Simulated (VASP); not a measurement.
Wanted: the native input for a VASP 6.6.1 run.

```yaml
Task: single point
Functional: PBE
Potentials_or_basis: VASP PAW PBE potentials, release 64 (Ir)
Cutoff: 500 eV
k_mesh: 4 × 5 × 1, shifted
Occupations: gaussian, width 0.1 eV
Spin: no spin polarisation
Dipole_correction: no
Further_INCAR_settings: ALGO = Normal; EDIFF = 1e-06; NBANDS = 16; ISYM = 0
```

The structure of Ir lies in POSCAR:

```
Ir
1.0
    2.7513778946      0.0000000000      0.0000000000
   -1.3756889473      2.3827631521      0.0000000000
    0.0000000000      0.0000000000      4.4622900000
Ir
2
Direct
    0.6666666667      0.3333333333      0.7500000000
    0.3333333333      0.6666666667      0.2500000000
```

One way to write it, as run:

INCAR

```
SYSTEM = Ir
PREC = Accurate ; ENCUT = 500
EDIFF = 1E-6 ; ISMEAR = 0
SIGMA = 0.1 ; LREAL = .False.
LASPH = .True. ; NELM = 120
ALGO = Normal ; ISIF = 2
LWAVE = .False. ; LCHARG = .False.
GGA = PE ; ISYM = 0
NBANDS = 16 ; GGA_COMPAT = .False.
```

KPOINTS

```
Automatic mesh
0
Gamma
  4 5 1
  0.25 0.25 0.25
```

Potentials or basis: VASP PAW PBE potentials, release 64 (Ir).

Command:

```sh
$ cat potpaw_PBE.64/Ir/POTCAR > POTCAR
$ mpirun -np 1 vasp_std > vasp.out
```

It gave:

The pressure is -1.2 GPa, the largest force is 0.094 eV/Å and the band gap on the k mesh is zero (band 9 reaches 10.69 eV, above the bottom of band 10 at 8.30 eV).

Caveat: the k points lie up to 1.41 Å⁻¹ apart; spin-orbit coupling is left out, which moves the levels of the heavy elements.

Run time: 12 s on 1 thread of Intel(R) Xeon(R) Platinum 8488C (Sapphire Rapids), with other jobs on the host, peak memory 0.14 GiB.
